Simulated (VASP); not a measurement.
# SiC (P1) in VASP: further runs

SiC is run at these levels: PBEsol; tasks: single point.

All numbers are computed with VASP 6.6.1; they aren't measurements. Logs are shortened: lines on timing, memory, paths and dates and some standing lists are left out, and cuts for length are marked.

## Step 1: The cell of the first run

The typed cell holds 2 atoms: a = 3.081 Å, b = 3.081 Å, c = 3.081 Å, α = 60.00°, β = 60.00°, γ = 60.00°.

## Step 2: Single point, PBEsol (mode 4 frozen in at -0.048 Å and mode 5 at -0.012 Å (largest displacements))

The input, INCAR:

```
  PREC = Accurate
  ENCUT = 520
  EDIFF = 1E-7
  ISMEAR = 0
  SIGMA = 0.05
  LREAL = F
  LASPH = T
  NELM = 60
  ALGO = Normal
  ISIF = 2
  LWAVE = F
  LCHARG = F
  GGA = PS
  NBANDS = 11
```

The input, KPOINTS:

```
regular mesh
0
Gamma
  10 10 10
```

The input, POSCAR:

```
SiC
1.0
    0.0000000000      2.1783945700      2.1783945700
    2.1783945700      0.0000000000      2.1783945700
    2.1783945700      2.1783945700      0.0000000000
Si C
1 1
Direct
   -0.0035337897      0.0058896495      0.0035337897
    0.7582629659      0.7362283902      0.7417370341
```

Potentials or basis: VASP PAW PBE potentials, release 64 (Si, C).

Started as:

```bash
cat potpaw_PBE.64/Si/POTCAR potpaw_PBE.64/C/POTCAR > POTCAR
mpirun -np 1 vasp_std > vasp.out
```

OUTCAR:

```text
PREC = Accurate
   ENCUT = 520
   EDIFF = 1E-7
   ISMEAR = 0
   LREAL = F
   LASPH = T
   NELM = 60
   ISIF = 2
   GGA = PS

 ion  position               nearest neighbor table
   1  0.996  0.006  0.004-   2 1.84   2 1.86   2 1.92   2 1.94
   2  0.758  0.736  0.742-   1 1.84   1 1.86   1 1.92   1 1.94

  LATTYP: Found a face centered cubic cell.
 ALAT       =     4.3567891400

  Lattice vectors:

 A1 = (   0.0000000000,   2.1783945700,   2.1783945700)
 A2 = (   2.1783945700,   0.0000000000,   2.1783945700)
 A3 = (   2.1783945700,   2.1783945700,   0.0000000000)

Analysis of symmetry for initial positions (statically):
=====================================================================
 Subroutine PRICEL returns:
 Original cell was already a primitive cell.

 Routine SETGRP: Setting up the symmetry group for a
 face centered cubic supercell.

 Subroutine GETGRP returns: Found  1 space group operations
 (whereof  1 operations were pure point group operations)
 out of a pool of 48 trial point group operations.

The static configuration has the point symmetry C_1 .

Analysis of symmetry for dynamics (positions and initial velocities):
=====================================================================
 Subroutine PRICEL returns:
 Original cell was already a primitive cell.

 Routine SETGRP: Setting up the symmetry group for a
 face centered cubic supercell.

 Subroutine GETGRP returns: Found  1 space group operations
 (whereof  1 operations were pure point group operations)
 out of a pool of 48 trial point group operations.

The dynamic configuration has the point symmetry C_1 .

 Subroutine INISYM returns: Found  1 space group operations
 (whereof  1 operations are pure point group operations),
 and found     1 'primitive' translations

----------------------------------------------------------------------------------------

                                     Primitive cell

  volume of cell :      20.6747

  direct lattice vectors                    reciprocal lattice vectors
     0.000000000  2.178394570  2.178394570    -0.229526830  0.229526830  0.229526830
     2.178394570  0.000000000  2.178394570     0.229526830 -0.229526830  0.229526830
     2.178394570  2.178394570  0.000000000     0.229526830  0.229526830 -0.229526830

  length of vectors
     3.080715145  3.080715145  3.080715145     0.397552131  0.397552131  0.397552131

  position of ions in fractional coordinates (direct lattice)
     0.996466210  0.005889649  0.003533790
     0.758262966  0.736228390  0.741737034

[... 79 lines left out ...]
   NSW    =      0    number of steps for IOM
   IBRION =     -1    ionic relax: 0-MD 1-quasi-New 2-CG
   NFREE  =      0    steps in history (QN), initial steepest desc. (CG)
   ISIF   =      2    stress and relaxation
   ISYM   =      2    0-nonsym 1-usesym 2-fastsym
   POTIM  = 0.5000    time-step for ionic-motion
   TEBEG  =    0.0;   TEEND  =   0.0 temperature during run
   PSTRESS=    0.0 pullay stress
   NELECT =       8.0000    total number of electrons
   NUPDOWN=      -1.0000    fix difference up-down
   EMIN   =  10.00;   EMAX   =-10.00  energy-range for DOS
   EFERMI =   0.00;   METHOD = LEGACY
   ISMEAR =     0;   SIGMA  =   0.05  broadening in eV -4-tet -1-fermi 0-gaus
   EFERMI_NEDOS =   21; number of points for ismear=-14 and -15
   IALGO  =     38    algorithm
   IMIX   =      4    mixing-type and parameters
     AMIX     =   0.40;   BMIX     =  1.00
     AMIX_MAG =   1.60;   BMIX_MAG =  1.00
  volume/ion in A,a.u.               =      10.34        69.76
  Fermi-wavevector in a.u.,A,eV,Ry     =   1.192957  2.254363 19.363097  1.423147
  Thomas-Fermi vector in A             =   2.328983
   LORBIT       =      0    0 simple, 1 ext, 2 COOP (PROOUT), +10 PAW based schemes
   GGA     = PS    functional components
   LHFCALC =     F    Hartree Fock is set to
   AEXX    =    0.0000 exact exchange contribution
   IVDW    =     0    specifies the selected vdW correction
   LEPSILON=     F    determine dielectric tensor
   LRPA    =     F    only Hartree local field effects (RPA)
 non-spin polarized calculation
 Gauss-broadening in eV      SIGMA  =   0.05
  energy-cutoff  :      520.00
  volume of cell :       20.67
 maximum number of plane-waves:       568
   NGX = 11   NGY = 11   NGZ = 11

 number of electron       8.0000000 magnetization

 Free energy of the ion-electron system (eV)
  ---------------------------------------------------
  ext. energy  EPLUGINS =         0.00000000
  ---------------------------------------------------
  free energy    TOTEN  =       -15.86713843 eV

  energy without entropy =      -15.86713843  energy(sigma->0) =      -15.86713843

 E-fermi :   8.6395     XC(G=0): -11.5084

 val. band max:        8.3825524804   @ k =   0.0000   0.0000   0.0000
 cond. band min:       9.2846678311   @ k =   0.5000   0.0000   0.5000
 fundamental gap:      0.9021153507
 Fermi energy:         8.6394679910

 k-point     1 :       0.0000    0.0000    0.0000
  band No.  band energies     occupation
      1      -7.3683      2.00000
      2       7.7180      2.00000
      3       8.0737      2.00000
      4       8.3826      2.00000
      5      14.2390      0.00000
      6      15.1959      0.00000
      7      15.3066      0.00000
      8      15.4673      0.00000
      9      22.5143      0.00000
     10      22.5180      0.00000
     11      24.3180      0.00000
[... 309 lines left out ...]
 k-point    24 :       0.1000    0.0000    0.1000
  band No.  band energies     occupation
      1      -7.1067      2.00000
      2       7.0903      2.00000
      3       7.5939      2.00000
      4       7.7854      2.00000
      5      14.4623      0.00000
      6      15.0079      0.00000
      7      16.0105      0.00000
      8      16.0943      0.00000
      9      20.1002      0.00000
     10      22.8128      0.00000
     11      25.2938      0.00000

 [... further k-points ...]
[... 5 lines left out ...]
  --------------------------------------------------------------------------------------
  -------------------------------------------------------------------------------------
  Total        0.0486341      0.1626629      0.1553275     -0.1502418     -0.5933217      0.0455352
  in kB        3.7688730     12.6054840     12.0370300    -11.6429161    -45.9791750      3.5287279
  external PRESSURE =       9.4704624 kB  Pullay stress =       0.0000000 kB

 VOLUME and BASIS-vectors are now :
 -----------------------------------------------------------------------------
  energy-cutoff  :      520.00
  volume of cell :       20.67
      direct lattice vectors                 reciprocal lattice vectors
     0.000000000  2.178394570  2.178394570    -0.229526830  0.229526830  0.229526830
     2.178394570  0.000000000  2.178394570     0.229526830 -0.229526830  0.229526830
     2.178394570  2.178394570  0.000000000     0.229526830  0.229526830 -0.229526830

 POSITION                                       TOTAL-FORCE (eV/Angst)
 -----------------------------------------------------------------------------------
      0.02053      2.17839      2.18353        -1.309313      0.081569     -0.333281
      3.21959      3.26759      3.25559         1.309313     -0.081569      0.333281
 -----------------------------------------------------------------------------------
    total drift:                                0.000021     -0.000002     -0.000047

  FREE ENERGIE OF THE ION-ELECTRON SYSTEM (eV)
  ---------------------------------------------------
  free  energy   TOTEN  =       -15.8671384350 eV

  energy  without entropy=      -15.8671384350  energy(sigma->0) =      -15.86713843
```

OSZICAR:

```text
N       E                     dE             d eps       ncg     rms          rms(c)
DAV:   1     0.268844415966E+01    0.26884E+01   -0.39842E+03 11571   0.614E+02
DAV:   2    -0.170850258714E+02   -0.19773E+02   -0.18859E+02 13800   0.110E+02
DAV:   3    -0.176806371257E+02   -0.59561E+00   -0.59439E+00 13657   0.158E+01
DAV:   4    -0.176828725878E+02   -0.22355E-02   -0.22353E-02 12767   0.123E+00
DAV:   5    -0.176828824100E+02   -0.98222E-05   -0.98222E-05 13602   0.754E-02    0.879E+00
DAV:   6    -0.159472925852E+02    0.17356E+01   -0.61090E+00 12558   0.110E+01    0.394E+00
DAV:   7    -0.158818576057E+02    0.65435E-01   -0.37635E-01 13314   0.346E+00    0.177E+00
DAV:   8    -0.158673205913E+02    0.14537E-01   -0.21363E-02 12771   0.930E-01    0.165E-01
DAV:   9    -0.158670934725E+02    0.22712E-03   -0.17627E-03 13653   0.223E-01    0.110E-01
DAV:  10    -0.158671377322E+02   -0.44260E-04   -0.12649E-04 12489   0.712E-02    0.264E-02
DAV:  11    -0.158671382246E+02   -0.49234E-06   -0.10904E-05 13359   0.187E-02    0.573E-03
DAV:  12    -0.158671384115E+02   -0.18689E-06   -0.63041E-07 12849   0.490E-03    0.935E-04
DAV:  13    -0.158671384350E+02   -0.23502E-07   -0.39252E-08  7572   0.125E-03
   1 F= -.15867138E+02 E0= -.15867138E+02  d E =-.963943E-16
```

stdout:

```text
POSCAR found type information on POSCAR SiC
 POSCAR found :  2 types and       2 ions
 scaLAPACK will be used
 -----------------------------------------------------------------------------
|                                                                             |
|                                                                             |
|     You enforced a specific xc type in the INCAR file but a different       |
|     I HOPE YOU KNOW WHAT YOU ARE DOING!                                     |
|                                                                             |
 -----------------------------------------------------------------------------

 LDA part: xc-table for (Slater+PW92), standard interpolation
 POSCAR, INCAR and KPOINTS ok, starting setup
 FFT: planning ... GRIDC
 FFT: planning ... GRID_SOFT
 FFT: planning ... GRID
 WAVECAR not read
 entering main loop
```

It took 27 s on 1 thread of Intel Xeon 6975P-C (Granite Rapids), shared host; peak memory 0.22 GiB.

Results:

| Quantity | Value |
| --- | --- |
| Free energy | -15.8671 eV |
| Pressure | 0.9 GPa |
| Largest force | 1.354 eV/Å |
| Band gap on the k mesh | 0.90 eV, indirect (least direct gap 4.28 eV) |

Forces on the atoms (eV/Å):
```
Si  -1.309  0.082 -0.333
C    1.309 -0.082  0.333
```

Stress tensor (GPa, compression positive):
```
 0.38 -1.16  0.35
-1.16  1.26 -4.60
 0.35 -4.60  1.20
```

Caveat: the cell differs from its parent crystal (mode 4 frozen in at -0.048 Å and mode 5 at -0.012 Å (largest displacements)); the PAW data sets were made with another functional, which shifts forces and pressure a little. A k mesh can miss the band edges.

## Step 3: Single point, PBEsol (mode 4 frozen in at -0.060 Å and mode 5 at -0.048 Å (largest displacements))

The input, INCAR:

```
PREC = Accurate ; ENCUT = 520
EDIFF = 1E-7 ; ISMEAR = 0
SIGMA = 0.05 ; LREAL = F
LASPH = T ; NELM = 80
ALGO = Normal ; ISIF = 2
LWAVE = F ; LCHARG = F
GGA = PS ; NBANDS = 11
```

KPOINTS is that of step 2.

The input, POSCAR:

```
SiC
1.0
    0.0000000000      2.1783945700      2.1783945700
    2.1783945700      0.0000000000      2.1783945700
    2.1783945700      2.1783945700      0.0000000000
Si C
1 1
Direct
   -0.0011779299      0.0106013690      0.0011779299
    0.7527543220      0.7252111024      0.7472456780
```

Potentials or basis: VASP PAW PBE potentials, release 64 (Si, C).

Started as:

```bash
cat potpaw_PBE.64/Si/POTCAR potpaw_PBE.64/C/POTCAR > POTCAR
mpirun -np 1 vasp_std > vasp.out
```

Run time: 27 s. Hardware: 1 thread of Intel Xeon 6975P-C (Granite Rapids), shared host; peak memory 0.22 GiB.

Results (log left out):

```yaml
Free_energy: -15.7989 eV
Pressure: 1.8 GPa
Largest_force: 2.164 eV/Å
Band_gap_on_the_k_mesh: 0.72 eV, indirect (least direct gap 4.21 eV)
```

Forces on the atoms (eV/Å):
```
Si  -1.652  0.409 -1.336
C    1.652 -0.409  1.336
```

Stress tensor (GPa, compression positive):
```
 1.16 -4.73  1.76
-4.73  2.57 -5.86
 1.76 -5.86  1.65
```

Levels at points of the mesh, in eV from the valence-band top:
```
           k point  band 1  band 2  band 3  band 4  band 5  band 6  band 7  band 8
(0.00, 0.00, 0.00)  -15.92   -1.02   -0.48    0.00    5.66    6.61    6.73    7.02
(0.50, 0.00, 0.00)  -12.34   -9.05   -1.96   -1.13    4.83    6.17    7.13    9.42
(0.00, 0.50, 0.00)  -12.18   -9.39   -1.62   -1.17    4.86    6.53    7.10    9.38
(0.00, 0.00, 0.50)  -12.31   -9.12   -1.92   -1.11    4.82    6.20    7.17    9.42
(0.50, 0.50, 0.50)  -12.44   -8.79   -1.94   -1.44    4.90    6.22    6.81    9.42
(0.50, 0.50, 0.00)  -10.87   -8.32   -3.85   -3.52    0.72    3.69   13.46   13.53
(0.00, 0.50, 0.50)  -10.87   -8.30   -3.90   -3.49    0.73    3.70   13.46   13.52
(0.50, 0.00, 0.50)  -10.86   -8.35   -3.69   -3.63    0.72    3.65   13.48   13.52
```

Caveat: the cell differs from its parent crystal (mode 4 frozen in at -0.060 Å and mode 5 at -0.048 Å (largest displacements)); the PAW data sets were made with another functional, which shifts forces and pressure a little. A k mesh can miss the band edges.

(Part 1 of 2 ends here.)
